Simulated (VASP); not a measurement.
A run of VASP 6.6.1:

Contents of INCAR:

```
PREC     = Accurate       # precision mode
ENCUT    = 520            # plane-wave cutoff, eV
EDIFF    = 1E-7           # SCF threshold, eV
ISMEAR   = -1             # smearing method
SIGMA    = 0.02           # smearing width, eV
LREAL    = False          # projectors in reciprocal space
LASPH    = True           # aspherical terms in the spheres
NELM     = 100            # most SCF steps
ALGO     = Normal         # electronic algorithm
ISIF     = 2              # what is computed and relaxed
LWAVE    = False          # write WAVECAR
LCHARG   = False          # write CHGCAR
GGA      = PE             # functional
NBANDS   = 12             # bands
```

File KPOINTS:

```
Automatic mesh
0
Gamma
  8 8 8
```

POSCAR

```
LiCl
1.0
    0.0000000000      2.5560369945      2.5560369945
    2.5716288201      0.0000000000      2.5560369945
    2.5716288201      2.5560369945      0.0000000000
Li Cl
1 1
Direct
    0.0000000000      0.0000000000      0.0000000000
    0.5000000000      0.5000000000      0.5000000000
```

Potentials or basis: VASP PAW PBE potentials, release 64 (Li_sv, Cl).

The run is started by

```sh
$ cat potpaw_PBE.64/Li_sv/POTCAR potpaw_PBE.64/Cl/POTCAR > POTCAR
$ mpirun -np 1 vasp_std > vasp.out
```

Hardware: 1 thread of Intel(R) Xeon(R) Platinum 8259CL CPU @ 2.50GHz (Skylake/Cascade Lake) (shared host).

Q: How long does it take, and how much memory?

A: It took 31 s on 1 thread of Intel(R) Xeon(R) Platinum 8259CL CPU @ 2.50GHz (Skylake/Cascade Lake), on a shared host, peak memory 0.15 GiB. Counts: scf iterations 14, k points 59.
